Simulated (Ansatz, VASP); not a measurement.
**ZnS: VASP beside Ansatz**

The input INCAR:

```
PREC = Accurate
ENCUT = 520
EDIFF = 1E-7
ISMEAR = 0
SIGMA = 0.05
LREAL = F
LASPH = T
NELM = 60
ALGO = Normal
ISIF = 2
LWAVE = F
LCHARG = F
GGA = PE
NBANDS = 26
```

Contents of KPOINTS:

```
Automatic mesh
0
Gamma
  9 9 4
```

POSCAR

```
ZnS
1.0
    3.8455587354      0.0000000000      0.0000000000
   -1.9227793677      3.3303515566      0.0000000000
    0.0000000000      0.0000000000      6.3037246812
Zn S
2 2
Direct
    0.2823654471      0.6666666667      0.0052003729
    0.7176345529      0.3333333333      0.5052003729
    0.3745204671      0.6666666667      0.3797996271
    0.6254795329      0.3333333333      0.8797996271
```

Input for Ansatz:

```yaml
crystal:
  lattice:
    - [3.8455587354, 0.0, 0.0]
    - [-1.9227793677, 3.3303515566, 0.0]
    - [0.0, 0.0, 6.3037246812]
  atoms:
    - { symbol: Zn, position: [0.2823654471, 0.6666666667, 0.0052003729] }
    - { symbol: Zn, position: [0.7176345529, 0.3333333333, 0.5052003729] }
    - { symbol: S, position: [0.3745204671, 0.6666666667, 0.3797996271] }
    - { symbol: S, position: [0.6254795329, 0.3333333333, 0.8797996271] }
basis:
  ecutwfc: 520.0
kpoints:
  mp_grid: { grid: [9, 9, 4] }
hamiltonian:
  xc: pbe
scf:
  occupations: { method: gaussian, width: 0.05 }
output:
  forces: true
  stress: true
  eigenvalues: true
  write_density: true
  write_potential: true
  elf: true
  volumetric_format: npy
```

Change from the starting cell: mode 4 frozen in at -0.196 Å, equal normal strain along x and y +0.0000.

Alike in both runs: task single point; functional PBE; k mesh 9 × 9 × 4; occupations gaussian, width 0.05 eV; no spin polarisation.

|  | VASP | Ansatz |
| --- | --- | --- |
| version | VASP 6.6.1 | Ansatz 0.2.0 |
| potentials or method | VASP PAW PBE potentials, release 64 (Zn, S), cutoff 520 eV | scalar-relativistic, plane waves, PAW |
| valence electrons in the cell | 36 | 36 |

|  | VASP | Ansatz | Ansatz less VASP |
| --- | --- | --- | --- |
| gap on the k mesh at the Fermi level (eV) | 1.99 | 1.98 | -0.002 |
| least direct gap on the mesh (eV) | 1.99 | 1.98 | -0.002 |
| pressure (GPa) | -0.1 | -0.3 | -0.16 |
| traceless stress, the component that is largest in VASP (GPa) | -0.37 | -0.36 | +0.012 |
| rms of the force components (eV/Å) | 0.117 | 0.118 | +0.0006 |

Atom by atom the forces differ by 0.002 eV/Å (rms over components).
